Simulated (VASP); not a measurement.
# Sc (Pm-3m) in VASP: a series of runs

Sc is run at these levels: r2SCAN; tasks: single point, relaxation of cell and atoms.

Everything below comes from runs of VASP 6.6.1. Logs are shortened: lines on timing, memory, paths and dates and some standing lists are left out, and cuts for length are marked.

## 1. The cell of the first run

The structure is cubic, space group Pm-3m (No. 221). The conventional cell has a = 3.076 Å, b = 3.076 Å, c = 3.076 Å, α = 90.00°, β = 90.00°, γ = 90.00°. Sc (site symmetry m-3m) has 6 Sc at 3.08 Å within 4.0 Å.

This isn't the form of Sc at room conditions, which is hcp.

## 2. Single point, r2SCAN (29.10 Å³/atom)

POSCAR

```
Sc
1.0
    3.0759498244      0.0000000000      0.0000000000
    0.0000000000      3.0759498244      0.0000000000
    0.0000000000      0.0000000000      3.0759498244
Sc
1
Direct
    0.0000000000      0.0000000000      0.0000000000
```

INCAR.step1

```
SYSTEM = Sc
PREC = Accurate
ENCUT = 520
ISMEAR = -1
SIGMA = 0.1
LREAL = .False.
LASPH = .True.
NELM = 100
NBANDS = 12
GGA = PE
ALGO = Normal
EDIFF = 1E-4
LWAVE = .True.
LCHARG = .False.
```

INCAR.step2

```
SYSTEM = Sc
PREC = Accurate
ENCUT = 520
EDIFF = 1E-7
ISMEAR = -1
SIGMA = 0.1
LREAL = .False.
LASPH = .True.
NELM = 100
ALGO = Normal
ISIF = 2
LWAVE = .False.
LCHARG = .False.
METAGGA = R2SCAN
LMIXTAU = .True.
NBANDS = 12
ISTART = 1
```

KPOINTS

```
Automatic mesh
0
Gamma
  12 12 12
  0 0 0
```

Potentials or basis: VASP PAW PBE potentials, release 64 (Sc_sv).

Launch:

```sh
$ cat potpaw_PBE.64/Sc_sv/POTCAR > POTCAR
$ cp INCAR.step1 INCAR
$ mpirun -np 1 vasp_std > vasp.out
$ cp INCAR.step2 INCAR
$ mpirun -np 1 vasp_std > vasp.out
```

OUTCAR:

```text
SYSTEM = Sc
   PREC = Accurate
   ENCUT = 520
   EDIFF = 1E-7
   ISMEAR = -1
   LREAL = .False.
   LASPH = .True.
   NELM = 100
   ISIF = 2
   METAGGA = R2SCAN
   ISTART = 1

 ion  position               nearest neighbor table
   1  0.000  0.000  0.000-

  LATTYP: Found a simple cubic cell.
 ALAT       =     3.0759498244

  Lattice vectors:

 A1 = (   3.0759498244,   0.0000000000,   0.0000000000)
 A2 = (   0.0000000000,   3.0759498244,   0.0000000000)
 A3 = (   0.0000000000,   0.0000000000,   3.0759498244)

Analysis of symmetry for initial positions (statically):
=====================================================================
 Subroutine PRICEL returns:
 Original cell was already a primitive cell.

 Routine SETGRP: Setting up the symmetry group for a
 simple cubic supercell.

 Subroutine GETGRP returns: Found 48 space group operations
 (whereof 48 operations were pure point group operations)
 out of a pool of 48 trial point group operations.

The static configuration has the point symmetry O_h .

Analysis of symmetry for dynamics (positions and initial velocities):
=====================================================================
 Subroutine PRICEL returns:
 Original cell was already a primitive cell.

 Routine SETGRP: Setting up the symmetry group for a
 simple cubic supercell.

 Subroutine GETGRP returns: Found 48 space group operations
 (whereof 48 operations were pure point group operations)
 out of a pool of 48 trial point group operations.

The dynamic configuration has the point symmetry O_h .

 Subroutine INISYM returns: Found 48 space group operations
 (whereof 48 operations are pure point group operations),
 and found     1 'primitive' translations

----------------------------------------------------------------------------------------

                                     Primitive cell

  volume of cell :      29.1030

  direct lattice vectors                    reciprocal lattice vectors
     3.075949824  0.000000000  0.000000000     0.325102832  0.000000000  0.000000000
     0.000000000  3.075949824  0.000000000     0.000000000  0.325102832  0.000000000
     0.000000000  0.000000000  3.075949824     0.000000000  0.000000000  0.325102832

  length of vectors
     3.075949824  3.075949824  3.075949824     0.325102832  0.325102832  0.325102832

  position of ions in fractional coordinates (direct lattice)
     0.000000000  0.000000000  0.000000000

  ion indices of the primitive-cell ions
   primitive index   ion index
                 1           1

----------------------------------------------------------------------------------------

 KPOINTS: Automatic mesh

Automatic generation of k-mesh.
 Grid dimensions read from file:
 generate k-points for:   12   12   12

 Generating k-lattice:

  Cartesian coordinates                     Fractional coordinates (reciprocal lattice)
     0.027091903  0.000000000  0.000000000     0.083333333  0.000000000  0.000000000
     0.000000000  0.027091903  0.000000000     0.000000000  0.083333333  0.000000000
     0.000000000  0.000000000  0.027091903     0.000000000  0.000000000  0.083333333

  Length of vectors
     0.027091903  0.027091903  0.027091903

  Shift w.r.t. Gamma in fractional coordinates (k-lattice)
     0.000000000  0.000000000  0.000000000

 Subroutine IBZKPT returns following result:
 ===========================================

 Found     84 irreducible k-points:

 Following reciprocal coordinates:
            Coordinates               Weight
  0.000000  0.000000  0.000000      1.000000
  0.083333  0.000000  0.000000      6.000000
  0.166667  0.000000  0.000000      6.000000
  0.250000  0.000000  0.000000      6.000000
  0.333333  0.000000  0.000000      6.000000
  0.416667  0.000000  0.000000      6.000000
[... 16 lines left out ...]
  0.333333  0.333333  0.000000     12.000000
  0.416667  0.333333  0.000000     24.000000
 [... further k-points ...]
   k-points           NKPTS =     84   k-points in BZ     NKDIM =     84   number of bands    NBANDS=     12
   number of dos      NEDOS =    301   number of ions     NIONS =      1
   total plane-waves  NPLWV =  13824
   dimension x,y,z NGX =    24 NGY =   24 NGZ =   24
   dimension x,y,z NGXF=    48 NGYF=   48 NGZF=   48
   ions per type =               1
   NGX,Y,Z   is equivalent  to a cutoff of  12.97, 12.97, 12.97 a.u.
   NGXF,Y,Z  is equivalent  to a cutoff of  25.94, 25.94, 25.94 a.u.
 SYSTEM =  Sc
   PREC   = accura    normal or accurate (medium, high low for compatibility)
   ISTART =      1    job   : 0-new  1-cont  2-samecut
   ICHARG =      0    charge: 1-file 2-atom 10-const
   ISPIN  =      1    spin polarized calculation?
   LNONCOLLINEAR =      F non collinear calculations
   LSORBIT =      F    spin-orbit coupling
   LASPH  =      T    aspherical Exc in radial PAW
   ENCUT  =  520.0 eV  38.22 Ry    6.18 a.u.   5.72  5.72  5.72*2*pi/ulx,y,z
   NELM   =    100;   NELMIN=  2; NELMDL=  0     # of ELM steps
   EDIFF  = 0.1E-06   stopping-criterion for ELM
   LREAL  =      F    real-space projection
   EDIFFG = 0.1E-05   stopping-criterion for IOM
   NSW    =      0    number of steps for IOM
   IBRION =     -1    ionic relax: 0-MD 1-quasi-New 2-CG
   NFREE  =      0    steps in history (QN), initial steepest desc. (CG)
   ISIF   =      2    stress and relaxation
   ISYM   =      2    0-nonsym 1-usesym 2-fastsym
   POTIM  = 0.5000    time-step for ionic-motion
   TEBEG  =    0.0;   TEEND  =   0.0 temperature during run
   PSTRESS=    0.0 pullay stress
   NELECT =      11.0000    total number of electrons
   NUPDOWN=      -1.0000    fix difference up-down
   EMIN   =  10.00;   EMAX   =-10.00  energy-range for DOS
   EFERMI =   0.00;   METHOD = LEGACY
   ISMEAR =    -1;   SIGMA  =   0.10  broadening in eV -4-tet -1-fermi 0-gaus
   EFERMI_NEDOS =   21; number of points for ismear=-14 and -15
   IALGO  =     38    algorithm
   IMIX   =      4    mixing-type and parameters
     AMIX     =   0.40;   BMIX     =  1.00
     AMIX_MAG =   1.60;   BMIX_MAG =  1.00
  volume/ion in A,a.u.               =      29.10       196.40
  Fermi-wavevector in a.u.,A,eV,Ry     =   1.183659  2.236791 19.062413  1.401048
  Thomas-Fermi vector in A             =   2.319889
   LORBIT       =      0    0 simple, 1 ext, 2 COOP (PROOUT), +10 PAW based schemes
   METAGGA = R2SCAN    functional components
   LHFCALC =     F    Hartree Fock is set to
   AEXX    =    0.0000 exact exchange contribution
   IVDW    =     0    specifies the selected vdW correction
   LEPSILON=     F    determine dielectric tensor
   LRPA    =     F    only Hartree local field effects (RPA)
 non-spin polarized calculation
  energy-cutoff  :      520.00
  volume of cell :       29.10
 maximum number of plane-waves:       804
 NGX is ok and might be reduce to    24
   NGX = 11   NGY = 11   NGZ = 11

 number of electron      10.9999997 magnetization

 Free energy of the ion-electron system (eV)
  ---------------------------------------------------
  ext. energy  EPLUGINS =         0.00000000
  ---------------------------------------------------
  free energy    TOTEN  =       -10.53623365 eV

  energy without entropy =      -10.44690829  energy(sigma->0) =      -10.49157097

 E-fermi :   2.9962     XC(G=0):  -9.8459

 val. band max:        2.9959137598   @ k =   0.3333   0.0833   0.0000
 cond. band min:       2.9971001344   @ k =   0.3333   0.1667   0.0000
 fundamental gap:      0.0011863746
 Fermi energy:         2.9962070794

 k-point     1 :       0.0000    0.0000    0.0000
  band No.  band energies     occupation
      1     -49.1337      2.00000
      2     -26.5991      2.00000
      3     -26.5991      2.00000
      4     -26.5991      2.00000
      5      -2.2407      2.00000
      6       2.6268      1.95148
      7       2.6268      1.95148
      8       6.5185      0.00000
      9       6.5185      0.00000
     10       6.5185      0.00000
     11      14.8135      0.00000
     12      14.8135      0.00000

 k-point     2 :       0.0833    0.0000    0.0000
  band No.  band energies     occupation
      1     -49.1309      2.00000
      2     -26.6249      2.00000
      3     -26.5969      2.00000
      4     -26.5969      2.00000
      5      -2.1051      2.00000
      6       2.6616      1.93195
      7       2.6952      1.90605
      8       6.4063      0.00000
      9       6.4063      0.00000
     10       6.5265      0.00000
     11      13.7556      0.00000
     12      15.0386      0.00000

 k-point     3 :       0.1667    0.0000    0.0000
  band No.  band energies     occupation
      1     -49.1233      2.00000
      2     -26.6950      2.00000
      3     -26.5909      2.00000
      4     -26.5909      2.00000
      5      -1.7096      2.00000
      6       2.7589      1.82952
      7       2.8661      1.57215
      8       6.1196      0.00000
      9       6.1196      0.00000
     10       6.5485      0.00000
     11      11.9832      0.00000
     12      15.6650      0.00000
[... 286 lines left out ...]
 k-point    23 :       0.3333    0.3333    0.0000
  band No.  band energies     occupation
      1     -49.0721      2.00000
      2     -26.8511      2.00000
      3     -26.8429      2.00000
      4     -26.5508      2.00000
      5       1.0731      2.00000
      6       2.8974      1.45747
      7       4.5217      0.00000
      8       4.9338      0.00000
      9       5.5993      0.00000
     10       5.7154      0.00000
     11       9.3755      0.00000
     12      12.0456      0.00000

 k-point    24 :       0.4167    0.3333    0.0000
  band No.  band energies     occupation
      1     -49.0646      2.00000
      2     -26.9120      2.00000
      3     -26.8382      2.00000
      4     -26.5450      2.00000
      5       1.4365      2.00000
      6       2.8290      1.68376
      7       4.6820      0.00000
      8       5.4428      0.00000
      9       5.4522      0.00000
     10       5.7142      0.00000
     11       8.5508      0.00000
     12      12.3951      0.00000

 [... further k-points ...]

------------------------ aborting loop because EDIFF is reached ----------------------------------------

  FORCE on cell =-STRESS in cart. coord.  units (eV):
  Direction    XX          YY          ZZ          XY          YZ          ZX
  --------------------------------------------------------------------------------------
  -------------------------------------------------------------------------------------
  Total       -0.6143992     -0.6143992     -0.6143992     -0.0000000     -0.0000000     -0.0000000
  in kB      -33.8238820    -33.8238820    -33.8238820     -0.0000000     -0.0000000     -0.0000000
  external PRESSURE =     -33.8238820 kB  Pullay stress =       0.0000000 kB

 VOLUME and BASIS-vectors are now :
 -----------------------------------------------------------------------------
  energy-cutoff  :      520.00
  volume of cell :       29.10
      direct lattice vectors                 reciprocal lattice vectors
     3.075949824  0.000000000  0.000000000     0.325102832  0.000000000  0.000000000
     0.000000000  3.075949824  0.000000000     0.000000000  0.325102832  0.000000000
     0.000000000  0.000000000  3.075949824     0.000000000  0.000000000  0.325102832

 POSITION                                       TOTAL-FORCE (eV/Angst)
 -----------------------------------------------------------------------------------
      0.00000      0.00000      0.00000         0.000000      0.000000      0.000000
 -----------------------------------------------------------------------------------
    total drift:                                0.000000     -0.000000      0.000000

  FREE ENERGIE OF THE ION-ELECTRON SYSTEM (eV)
  ---------------------------------------------------
  free  energy   TOTEN  =       -10.5362336492 eV

  energy  without entropy=      -10.4469082867  energy(sigma->0) =      -10.49157097
```

It took 54 s on 1 thread of AMD EPYC 9R45 (Zen 5), shared host; peak memory 0.13 GiB.

Results:

```yaml
Free_energy: -10.5362 eV
Pressure: -3.4 GPa
Band_gap_on_the_k_mesh: zero (an odd number of electrons rules out a gap without spin polarisation)
```

Caveat: the cell stands under tension; the PAW data sets were made with another functional, which shifts forces and pressure a little.

(Part 1 of 2 ends here.)
